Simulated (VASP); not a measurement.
## HgTe (Coloradoite): single point with PBE

Crystal: HgTe (Coloradoite).

```
CELL_PARAMETERS angstrom
0.00000 3.14888 3.14888
3.14888 0.00000 3.14888
3.14888 3.14888 0.00000
ATOMIC_POSITIONS crystal
Hg 0.00000 0.00000 0.00000
Te 0.25000 0.25000 0.25000
```

```json
{"Program": "VASP 6.6.1", "Task": "single point", "Functional": "PBE", "Potentials or basis": "VASP PAW PBE potentials, release 64 (Hg, Te)", "Cutoff": "500 eV", "k mesh": "6 × 6 × 6", "Occupations": "fermi-dirac, width 0.01 eV", "Spin": "no spin polarisation"}
```

```json
{
 "Pressure": "8.7 GPa",
 "Band gap on the k mesh": "zero (filled and empty bands touch)"
}
```

Levels at points of the mesh, in eV from the Fermi level:
| k point | band 7 | band 8 | band 9 | band 10 | band 11 | band 12 |
| --- | --- | --- | --- | --- | --- | --- |
| (0.00, 0.00, 0.00) | -0.54 | -0.01 | -0.01 | -0.01 | 4.06 | 4.06 |
| (0.50, 0.00, 0.00) | -6.05 | -1.16 | -1.16 | 0.70 | 4.93 | 4.93 |
| (0.50, 0.50, 0.00) | -5.89 | -2.64 | -2.64 | 1.83 | 2.26 | 8.52 |

It took 22 s on 1 thread of Intel Xeon 8259CL (shared host), peak memory 0.18 GiB.

Caveat: spin-orbit coupling is left out, which moves the levels of the heavy elements.
